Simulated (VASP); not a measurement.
# H6C2O in VASP: further runs

H6C2O is run at these levels: PBE+D3(BJ); tasks: single point.

All numbers are computed with VASP 6.6.1; they aren't measurements. Logs are shortened: lines on timing, memory, paths and dates and some standing lists are left out, and cuts for length are marked.

### Step 1. The cell of the first run

The cell holds a disordered packing, 36 atoms: a = 7.294 Å, b = 7.294 Å, c = 7.294 Å, α = 90.00°, β = 90.00°, γ = 90.00°.

### Step 2. Single point, PBE+D3(BJ)

Contents of INCAR:

```
ALGO = Normal
EDIFF = 1E-7
ENCUT = 520
GGA = PE
ISIF = 2
ISMEAR = -1
IVDW = 12
LASPH = True
LCHARG = False
LREAL = Auto
LWAVE = False
NBANDS = 64
NELM = 80
PREC = Accurate
SIGMA = 0.02
```

Contents of KPOINTS:

```
k-points
0
Gamma
  1 1 1
```

Contents of POSCAR:

```
H6C2O
1.0
    7.2936330000      0.0000000000      0.0000000000
    0.0000000000      7.2936330000      0.0000000000
    0.0000000000      0.0000000000      7.2936330000
C O H
8 4 24
Direct
    0.5302730082      0.7181997429      0.1006652395
    0.3674602163      0.5917821360      0.0760315936
    0.8362246809      0.6476451677      0.5147498297
    0.9559690226      0.8075193594      0.5728368081
    0.4791304771      0.1493941526      0.5284593354
    0.4548257523      0.1329023792      0.7344509549
    0.9689408136      0.3530185809     -0.0729920862
    0.9489762452      0.2222692267      0.0865879021
    0.4129436313      0.4126634867      0.1466476276
    0.9619854973      0.9453829058      0.4283420094
    0.5510599666      0.2794708600      0.8200514105
    1.1284949042      0.1591441305      0.1423955155
    0.3002098721      0.3375240849      0.1531518116
    0.2463610336      0.6480897258      0.1489564088
    0.3324868641      0.5810617372     -0.0717848971
    0.5054973993      0.8491115750      0.0292474300
    0.5559207154      0.7485345978      0.2463088306
    0.6553097583      0.6556189772      0.0425517390
    0.9412813556      1.0630415441      0.4864733299
    0.9015257385      0.8709259685      0.6991783877
    1.0971710062      0.7612950862      0.6017598127
    0.8395253054      0.5389786632      0.6191914301
    0.6928625321      0.6904575540      0.4979113933
    0.8832609384      0.5888160197      0.3836924850
    0.5038876763      0.3020198992      0.9447171672
    0.3081346799      0.1363538396      0.7721434570
    0.5092469559     -0.0010685863      0.7816522784
    0.4107333133      0.0357505973      0.4566236950
    0.4239691726      0.2797427094      0.4771610174
    0.6252579384      0.1451489051      0.4917810544
    1.1102845765      0.0631630621      0.2346655042
    0.8799756882      0.2922405070      0.2028352693
    0.8631641638      0.1040758814      0.0476808089
    0.8314730865      0.3962538840     -0.1181111800
    1.0497722933      0.4744558367     -0.0351230745
    1.0362984207      0.2850881028     -0.1907598990
```

Potentials or basis: VASP PAW PBE potentials, release 64 (C, O, H).

On the command line:

```
cat potpaw_PBE.64/C/POTCAR potpaw_PBE.64/O/POTCAR potpaw_PBE.64/H/POTCAR > POTCAR
mpirun -np 1 vasp_gam > vasp.out
```

OUTCAR:

```text
EDIFF = 1E-7
   ENCUT = 520
   GGA = PE
   ISIF = 2
   ISMEAR = -1
   IVDW = 12
   LASPH = True
   LREAL = Auto
   NELM = 80
   PREC = Accurate
 IVDW          = 12

 ion  position               nearest neighbor table
   1  0.530  0.718  0.101-  17 1.10  16 1.10  18 1.10   2 1.51
   2  0.367  0.592  0.076-  14 1.11  15 1.11   9 1.44   1 1.51
   3  0.836  0.648  0.515-  23 1.10  22 1.10  24 1.10   4 1.52
   4  0.956  0.808  0.573-  21 1.10  20 1.10  10 1.46   3 1.52
   5  0.479  0.149  0.528-  29 1.10  30 1.10  28 1.10   6 1.52
   6  0.455  0.133  0.734-  26 1.10  27 1.11  11 1.42   5 1.52
   7  0.969  0.353  0.927-  35 1.10  34 1.10  36 1.11   8 1.51
   8  0.949  0.222  0.087-  33 1.10  32 1.11  12 1.45   7 1.51
   9  0.413  0.413  0.147-  13 0.99   2 1.44
  10  0.962  0.945  0.428-  19 0.97   4 1.46
  11  0.551  0.279  0.820-  25 0.99   6 1.42
  12  0.128  0.159  0.142-  31 0.98   8 1.45
  13  0.300  0.338  0.153-   9 0.99
  14  0.246  0.648  0.149-   2 1.11
  15  0.332  0.581  0.928-   2 1.11
  16  0.505  0.849  0.029-   1 1.10
  17  0.556  0.749  0.246-   1 1.10
  18  0.655  0.656  0.043-   1 1.10
[... 16 lines left out ...]
  35  0.050  0.474  0.965-   7 1.10
  36  0.036  0.285  0.809-   7 1.11

  LATTYP: Found a simple cubic cell.
 ALAT       =     7.2936330000

  Lattice vectors:

 A1 = (   7.2936330000,   0.0000000000,   0.0000000000)
 A2 = (   0.0000000000,   7.2936330000,   0.0000000000)
 A3 = (   0.0000000000,   0.0000000000,   7.2936330000)

Analysis of symmetry for initial positions (statically):
=====================================================================
 Subroutine PRICEL returns:
 Original cell was already a primitive cell.

 Routine SETGRP: Setting up the symmetry group for a
 simple cubic supercell.

 Subroutine GETGRP returns: Found  1 space group operations
 (whereof  1 operations were pure point group operations)
 out of a pool of 48 trial point group operations.

The static configuration has the point symmetry C_1 .

Analysis of symmetry for dynamics (positions and initial velocities):
=====================================================================
 Subroutine PRICEL returns:
 Original cell was already a primitive cell.

 Routine SETGRP: Setting up the symmetry group for a
 simple cubic supercell.

 Subroutine GETGRP returns: Found  1 space group operations
 (whereof  1 operations were pure point group operations)
 out of a pool of 48 trial point group operations.

The dynamic configuration has the point symmetry C_1 .

 Subroutine INISYM returns: Found  1 space group operations
 (whereof  1 operations are pure point group operations),
 and found     1 'primitive' translations

----------------------------------------------------------------------------------------

                                     Primitive cell

  volume of cell :     388.0000

  direct lattice vectors                    reciprocal lattice vectors
     7.293633000  0.000000000  0.000000000     0.137105884  0.000000000  0.000000000
     0.000000000  7.293633000  0.000000000     0.000000000  0.137105884  0.000000000
     0.000000000  0.000000000  7.293633000     0.000000000  0.000000000  0.137105884

  length of vectors
     7.293633000  7.293633000  7.293633000     0.137105884  0.137105884  0.137105884

  position of ions in fractional coordinates (direct lattice)
     0.530273008  0.718199743  0.100665240
     0.367460216  0.591782136  0.076031594
     0.836224681  0.647645168  0.514749830
     0.955969023  0.807519359  0.572836808
     0.479130477  0.149394153  0.528459335
     0.454825752  0.132902379  0.734450955
[... 28 lines left out ...]
     0.049772293  0.474455837  0.964876926
     0.036298421  0.285088103  0.809240101

  ion indices of the primitive-cell ions
   primitive index   ion index
                 1           1
                 2           2
                 3           3
                 4           4
                 5           5
                 6           6
[... 28 lines left out ...]
                35          35
                36          36

----------------------------------------------------------------------------------------

 KPOINTS: k-points

Automatic generation of k-mesh.
 Grid dimensions read from file:
 generate k-points for:    1    1    1

 Generating k-lattice:

  Cartesian coordinates                     Fractional coordinates (reciprocal lattice)
     0.137105884  0.000000000  0.000000000     1.000000000  0.000000000  0.000000000
     0.000000000  0.137105884  0.000000000     0.000000000  1.000000000  0.000000000
     0.000000000  0.000000000  0.137105884     0.000000000  0.000000000  1.000000000

  Length of vectors
     0.137105884  0.137105884  0.137105884

  Shift w.r.t. Gamma in fractional coordinates (k-lattice)
     0.000000000  0.000000000  0.000000000

 Subroutine IBZKPT returns following result:
 ===========================================

 Found      1 irreducible k-points:

 Following reciprocal coordinates:
            Coordinates               Weight
  0.000000  0.000000  0.000000      1.000000
   k-points           NKPTS =      1   k-points in BZ     NKDIM =      1   number of bands    NBANDS=     64
   number of dos      NEDOS =    301   number of ions     NIONS =     36
   total plane-waves  NPLWV = 157464
   dimension x,y,z NGX =    54 NGY =   54 NGZ =   54
   dimension x,y,z NGXF=   108 NGYF=  108 NGZF=  108
   ions per type =               8   4  24
   NGX,Y,Z   is equivalent  to a cutoff of  12.31, 12.31, 12.31 a.u.
   NGXF,Y,Z  is equivalent  to a cutoff of  24.62, 24.62, 24.62 a.u.
 SYSTEM =  unknown system
   PREC   = accura    normal or accurate (medium, high low for compatibility)
   ISTART =      0    job   : 0-new  1-cont  2-samecut
   ICHARG =      2    charge: 1-file 2-atom 10-const
   ISPIN  =      1    spin polarized calculation?
   LNONCOLLINEAR =      F non collinear calculations
   LSORBIT =      F    spin-orbit coupling
   LASPH  =      T    aspherical Exc in radial PAW
   ENCUT  =  520.0 eV  38.22 Ry    6.18 a.u.  13.56 13.56 13.56*2*pi/ulx,y,z
   NELM   =     80;   NELMIN=  2; NELMDL= -5     # of ELM steps
   EDIFF  = 0.1E-06   stopping-criterion for ELM
   LREAL  =      T    real-space projection
   EDIFFG = 0.1E-05   stopping-criterion for IOM
   NSW    =      0    number of steps for IOM
   IBRION =     -1    ionic relax: 0-MD 1-quasi-New 2-CG
   NFREE  =      0    steps in history (QN), initial steepest desc. (CG)
   ISIF   =      2    stress and relaxation
   ISYM   =      2    0-nonsym 1-usesym 2-fastsym
   POTIM  = 0.5000    time-step for ionic-motion
   TEBEG  =    0.0;   TEEND  =   0.0 temperature during run
   PSTRESS=    0.0 pullay stress
   NELECT =      80.0000    total number of electrons
   NUPDOWN=      -1.0000    fix difference up-down
   EMIN   =  10.00;   EMAX   =-10.00  energy-range for DOS
   EFERMI =   0.00;   METHOD = LEGACY
   ISMEAR =    -1;   SIGMA  =   0.02  broadening in eV -4-tet -1-fermi 0-gaus
   EFERMI_NEDOS =   21; number of points for ismear=-14 and -15
   IALGO  =     38    algorithm
   IMIX   =      4    mixing-type and parameters
     AMIX     =   0.40;   BMIX     =  1.00
     AMIX_MAG =   1.60;   BMIX_MAG =  1.00
  volume/ion in A,a.u.               =      10.78        72.73
  Fermi-wavevector in a.u.,A,eV,Ry     =   0.967151  1.827650 12.726630  0.935381
  Thomas-Fermi vector in A             =   2.097013
   LORBIT       =      0    0 simple, 1 ext, 2 COOP (PROOUT), +10 PAW based schemes
   GGA     = PE    functional components
   LHFCALC =     F    Hartree Fock is set to
   AEXX    =    0.0000 exact exchange contribution
   IVDW    =    12    specifies the selected vdW correction
   LEPSILON=     F    determine dielectric tensor
   LRPA    =     F    only Hartree local field effects (RPA)
 non-spin polarized calculation
  energy-cutoff  :      520.00
  volume of cell :      388.00
 maximum number of plane-waves:      5198
 NGX is ok and might be reduce to    54
   NGX = 27   NGY = 27   NGZ = 27

 number of electron      80.0000006 magnetization

 Free energy of the ion-electron system (eV)
  ---------------------------------------------------
  ext. energy  EPLUGINS =         0.00000000
  ---------------------------------------------------
  free energy    TOTEN  =      -188.29507937 eV

  energy without entropy =     -188.29507937  energy(sigma->0) =     -188.29507937

 E-fermi :  -2.2230     XC(G=0):  -6.4733

 val. band max:       -2.7189935383   @ k =   0.0000   0.0000   0.0000
 cond. band min:       1.7470925697   @ k =   0.0000   0.0000   0.0000
 fundamental gap:      4.4660861080
 Fermi energy:        -2.2230198005

 k-point     1 :       0.0000    0.0000    0.0000
  band No.  band energies     occupation
      1     -22.7897      2.00000
      2     -22.4650      2.00000
      3     -22.1486      2.00000
      4     -21.7020      2.00000
      5     -15.6655      2.00000
      6     -15.4808      2.00000
[... 44 lines left out ...]
     51       5.2947      0.00000
     52       5.5536      0.00000
 [bands above 52 left out]

------------------------ aborting loop because EDIFF is reached ----------------------------------------

 Edisp (eV)   -1.29587

 E8    (eV) :    -0.2816

  FORCE on cell =-STRESS in cart. coord.  units (eV):
  Direction    XX          YY          ZZ          XY          YZ          ZX
  --------------------------------------------------------------------------------------
  -------------------------------------------------------------------------------------
  Total      -0.82657    -1.64754    -1.44335     0.22497    -0.50485     0.65946
  in kB      -3.41317    -6.80323    -5.96008     0.92895    -2.08469     2.72311
  external pressure =       -5.39 kB  Pullay stress =        0.00 kB

 VOLUME and BASIS-vectors are now :
 -----------------------------------------------------------------------------
  energy-cutoff  :      520.00
  volume of cell :      388.00
      direct lattice vectors                 reciprocal lattice vectors
     7.293633000  0.000000000  0.000000000     0.137105884  0.000000000  0.000000000
     0.000000000  7.293633000  0.000000000     0.000000000  0.137105884  0.000000000
     0.000000000  0.000000000  7.293633000     0.000000000  0.000000000  0.137105884

 POSITION                                       TOTAL-FORCE (eV/Angst)
 -----------------------------------------------------------------------------------
      3.86762      5.23829      0.73422         0.131827      0.123521      0.011673
      2.68012      4.31624      0.55455        -0.056045      0.011828     -0.072679
      6.09912      4.72369      3.75440         0.049228     -0.028440      0.013343
      6.97249      5.88975      4.17806        -0.043909     -0.066044      0.001593
      3.49460      1.08963      3.85439        -0.021384     -0.022892      0.003730
      3.31733      0.96934      5.35682         0.015881     -0.076502     -0.080367
[... 28 lines left out ...]
      0.36302      3.46051      7.03746        -0.072860     -0.067410     -0.053602
      0.26475      2.07933      5.90230        -0.039095      0.084283      0.155001
 -----------------------------------------------------------------------------------
    total drift:                               -0.021235     -0.007277     -0.024731

  FREE ENERGIE OF THE ION-ELECTRON SYSTEM (eV)
  ---------------------------------------------------
  free  energy   TOTEN  =      -189.5909526923 eV

  energy  without entropy=     -189.5909526923  energy(sigma->0) =     -189.59095269
```

Wall time 1.8 min (1 thread of Intel Xeon 8259CL, shared host); peak memory 0.36 GiB.

Results:

| Item | Value |
| --- | --- |
| Free energy | -189.5910 eV |
| Pressure | -0.5 GPa |
| Largest force | 0.209 eV/Å |
| Band gap on the k mesh | 4.47 eV |
| Dispersion energy per atom | -0.036 eV |

Forces in eV/Å, atoms in the order of the input:
```
C    0.132  0.124  0.012
C   -0.056  0.012 -0.073
C    0.049 -0.028  0.013
C   -0.044 -0.066  0.002
C   -0.021 -0.023  0.004
C    0.016 -0.077 -0.080
C   -0.076  0.025 -0.168
C   -0.087  0.043  0.065
O   -0.058  0.182 -0.086
O    0.063 -0.047  0.089
O    0.138  0.066 -0.130
O   -0.016  0.063 -0.066
H   -0.022 -0.187  0.058
H    0.098 -0.079 -0.050
H    0.035  0.025  0.179
H    0.028 -0.109  0.078
H   -0.023 -0.056 -0.151
H   -0.123  0.062  0.041
H   -0.037  0.106  0.017
H    0.056 -0.045 -0.060
H   -0.001  0.024 -0.028
H   -0.002  0.067 -0.069
H    0.022  0.006  0.019
H   -0.007  0.062  0.076
H   -0.067  0.038  0.157
H   -0.017 -0.002 -0.015
H   -0.017 -0.004  0.007
H   -0.009  0.025  0.014
H   -0.006 -0.025 -0.007
H   -0.020 -0.017  0.007
H   -0.015 -0.046  0.097
H    0.046 -0.070 -0.110
H    0.006  0.003  0.009
H    0.150 -0.066  0.047
H   -0.073 -0.067 -0.054
H   -0.039  0.084  0.155
```

Levels at points of the mesh, in eV from the valence-band top:
| k point | band 37 | band 38 | band 39 | band 40 | band 41 | band 42 | band 43 | band 44 |
| --- | --- | --- | --- | --- | --- | --- | --- | --- |
| (0.00, 0.00, 0.00) | -0.96 | -0.69 | -0.38 | 0.00 | 4.47 | 5.76 | 6.30 | 6.45 |

Caveat: the k points lie up to 0.86 Å⁻¹ apart.

### Step 3. Single point, PBE+D3(BJ)

Contents of INCAR:

```
SYSTEM = H6C2O
ALGO     = Normal         ! electronic algorithm
EDIFF    = 1E-7           ! SCF threshold, eV
ENCUT    = 520            ! plane-wave cutoff, eV
GGA      = PE             ! functional
ISIF     = 2              ! what is computed and relaxed
ISMEAR   = -1             ! smearing method
IVDW     = 12             ! dispersion correction
LASPH    = .TRUE.         ! aspherical terms in the spheres
LCHARG   = .FALSE.        ! write CHGCAR
LREAL    = Auto         
LWAVE    = .FALSE.        ! write WAVECAR
NBANDS   = 64             ! bands
NELM     = 80             ! most SCF steps
PREC     = Accurate       ! precision mode
SIGMA    = 0.02           ! smearing width, eV
```

Contents of KPOINTS:

```
k-points
0
G
  1 1 1
  0 0 0
```

Contents of POSCAR:

```
H6C2O
1.0
    7.2936330000      0.0000000000      0.0000000000
    0.0000000000      7.2936330000      0.0000000000
    0.0000000000      0.0000000000      7.2936330000
C O H
8 4 24
Direct
    0.5183562156      0.7441421854      0.0482338500
    0.4140186379      0.5728146727      0.0701982126
    0.7945834401      0.6961002836      0.4531075254
    0.9047754391      0.8332061676      0.5567047314
    0.4484870571      0.1387374440      0.5498083054
    0.4858484105      0.1005397447      0.7402620889
    0.9562038562      0.3392136676     -0.0696223679
    0.9063521567      0.2516989818      0.1162795002
    0.4914149094      0.3888185764      0.1563144183
    0.9740961740      0.9799094635      0.4487475583
    0.5519060254      0.2605011796      0.8396501442
    1.0889360625      0.1684619997      0.1781828068
    0.3803454328      0.3501958489      0.2187387273
    0.2947502294      0.5920232071      0.1518036348
    0.3750531457      0.5338766017     -0.0614645678
    0.4314310852      0.8086779250     -0.0488234053
    0.5278713640      0.8342893041      0.1621414184
    0.6509650266      0.7414823312      0.0016452706
    0.9319361147      1.0997674273      0.4982016507
    0.8396912759      0.8911608248      0.6671435209
    1.0298297159      0.7628022962      0.5914199412
    0.8105151438      0.5760915034      0.5378252511
    0.6525554549      0.7414411995      0.4116467061
    0.8714449987      0.6537894078      0.3142603967
    0.4754420739      0.2560863701      0.9355694206
    0.3515257760      0.0411454758      0.8057164379
    0.5828782446     -0.0058681318      0.7468980137
    0.3414210723      0.0411454758      0.5032060154
    0.3761499927      0.2663967326      0.5095951496
    0.5421989288      0.1403004511      0.4316778758
    1.0472695843      0.0530873983      0.2455017959
    0.8653849186      0.3686914327      0.2062346707
    0.8093223226      0.1428780417      0.1093145213
    0.8299567582      0.3781928704     -0.1546280160
    1.0609801727      0.4364080288     -0.0281889697
    1.0383851230      0.2029029977     -0.1454967641
```

Potentials or basis: VASP PAW PBE potentials, release 64 (C, O, H).

On the command line:

```
cat potpaw_PBE.64/C/POTCAR potpaw_PBE.64/O/POTCAR potpaw_PBE.64/H/POTCAR > POTCAR
mpirun -np 1 vasp_gam > vasp.out
```

Wall time 1.7 min (1 thread of Intel Xeon 8259CL, shared host); peak memory 0.35 GiB.

Results (log left out):

```yaml
Free_energy: -185.8645 eV
Pressure: 1.7 GPa
Largest_force: 5.373 eV/Å
Band_gap_on_the_k_mesh: 4.41 eV
Dispersion_energy_per_atom: -0.037 eV
```

Forces in eV/Å, atoms in the order of the input:
```
C   -1.047 -0.050  1.282
C    0.910 -2.432  1.778
C    0.339 -0.128 -2.674
C    1.655 -0.648 -2.221
C   -2.407  0.428 -3.876
C   -1.263  0.818  1.297
C    0.101 -3.676 -1.078
C    2.512  1.003 -0.319
O   -0.377  2.396 -0.359
O   -0.474  1.813 -0.167
O    2.226 -1.331 -4.629
O   -1.877 -0.289  0.159
H   -0.118 -0.451  0.248
H   -1.034  0.549  0.521
H   -0.642 -0.865 -1.844
H   -0.402  1.055 -0.987
H   -0.313  0.568  1.314
H    2.515 -0.669 -1.434
H    0.349 -0.918 -0.423
H   -1.294  0.650  2.417
H    0.526 -0.530  0.996
H   -0.968 -0.845  0.202
H    0.779 -0.595  0.613
H   -0.992  0.779  1.851
H   -2.484  0.701  4.712
H    1.414  0.949 -0.412
H    1.278 -1.343  0.409
H    0.244 -0.183 -0.014
H   -0.073  0.245  1.097
H    1.144 -0.444  0.734
H    0.693  1.280 -0.364
H   -0.045 -0.840  0.178
H   -0.921 -0.510 -0.005
H    1.413  0.058  0.878
H    0.074  0.655 -0.810
H   -1.442  2.803  0.930
```

Stress tensor (GPa, compression positive):
```
 0.97  1.07 -1.18
 1.07 -0.38  0.00
-1.18  0.00  4.49
```

Levels at points of the mesh, in eV from the valence-band top:
```
           k point  band 38  band 39  band 40  band 41  band 42  band 43
(0.00, 0.00, 0.00)    -0.58    -0.18     0.00     4.41     5.62     5.73
```

Caveat: the k points lie up to 0.86 Å⁻¹ apart.
